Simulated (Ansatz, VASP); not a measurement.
## CdSe: VASP beside Ansatz

Contents of INCAR:

```
PREC     = Accurate       # precision mode
ENCUT    = 520            # plane-wave cutoff, eV
EDIFF    = 1E-7           # SCF threshold, eV
ISMEAR   = 0              # smearing method
SIGMA    = 0.05           # smearing width, eV
LREAL    = False          # projectors in reciprocal space
LASPH    = True           # aspherical terms in the spheres
NELM     = 80             # most SCF steps
ALGO     = Normal         # electronic algorithm
ISIF     = 2              # what is computed and relaxed
LWAVE    = False          # write WAVECAR
LCHARG   = False          # write CHGCAR
GGA      = PS             # functional
NBANDS   = 16             # bands
```

The input KPOINTS:

```
Automatic mesh
0
Gamma
  10 10 10
```

POSCAR

```
CdSe
1.0
    0.0000000000      3.1784318760      3.1784318760
    3.1784318760      0.0000000000      3.1784318760
    3.0148485822      3.0148485822      0.1635832939
Cd Se
1 1
Direct
    0.0000000000      0.0000000000      0.0000000000
    0.7500000000      0.7500000000      0.7500000000
```

Input for Ansatz:

```yaml
crystal:
  lattice:
    - [0.0, 3.178431876, 3.178431876]
    - [3.178431876, 0.0, 3.178431876]
    - [3.0148485822, 3.0148485822, 0.1635832939]
  atoms:
    - { symbol: Cd, position: [0.0, 0.0, 0.0] }
    - { symbol: Se, position: [0.75, 0.75, 0.75] }
basis:
  ecutwfc: 420
kpoints:
  mp_grid: { grid: [10, 10, 10] }
hamiltonian:
  xc: pbesol
scf:
  occupations: { method: gaussian, width: 0.05 }
output:
  forces: true
  stress: true
  eigenvalues: true
```

Alike in both runs: task single point; functional PBEsol; k mesh 10 × 10 × 10; occupations gaussian, width 0.05 eV; no spin polarisation.

|  | VASP | Ansatz |
| --- | --- | --- |
| version | VASP 6.6.1 | Ansatz 0.2.0 |
| potentials or method | VASP PAW PBE potentials, release 64 (Cd, Se), cutoff 520 eV | scalar-relativistic, plane waves, PAW |
| valence electrons in the cell | 18 | 36 |

VASP gave:

```
gap on the k mesh at the Fermi level (eV)                     : 0.46
least direct gap on the mesh (eV)                             : 0.47
pressure (GPa)                                                : -1.6
traceless stress, the component that is largest in VASP (GPa) : 2.31
rms of the force components (eV/Å)                            : 0.349
```

Q: Which values does Ansatz return?

A: gap on the k mesh at the Fermi level (eV): 0.46; least direct gap on the mesh (eV): 0.48; pressure (GPa): -1.9; traceless stress, the component that is largest in VASP (GPa): 2.25; rms of the force components (eV/Å): 0.333.

VASP's potentials were made for PBE, not for PBEsol. Atom by atom the forces differ by 0.016 eV/Å (rms over components). VASP's potentials hold 18 valence electrons a cell and Ansatz's 36, so a difference there can come from the potentials and not from the codes.
